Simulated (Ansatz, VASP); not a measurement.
Te: VASP beside Ansatz

```xyz
1
Lattice="2.3571 1.3609 1.7447 -2.3571 1.3609 1.7447 0.0000 -2.7217 1.7447" Properties=species:S:1:pos:R:3 pbc="T T T"
Te    0.0000    0.0000    2.6171
```

Alike in both runs: task single point; functional PBE; k mesh 15 × 15 × 15; occupations gaussian, width 0.15 eV; no spin polarisation.

```csv
,VASP,Ansatz
version,VASP 6.6.1,Ansatz 0.2.0
potentials or method,"VASP PAW PBE potentials, release 64 (Te), cutoff 520 eV","scalar-relativistic, plane waves, PAW"
valence electrons in the cell,6,16
```

|  | VASP | Ansatz | Ansatz less VASP |
| --- | --- | --- | --- |
| gap on the k mesh at the Fermi level (eV) | none | none | - |
| pressure (GPa) | -1.6 | -1.5 | +0.05 |
| traceless stress, the component that is largest in VASP (GPa) | 0.57 | 0.57 | 0.000 |

A gap of «none» marks a metal or a gap that the smearing closes. VASP's potentials hold 6 valence electrons a cell and Ansatz's 16, so a difference there can come from the potentials and not from the codes.

Spin-orbit coupling is off throughout.
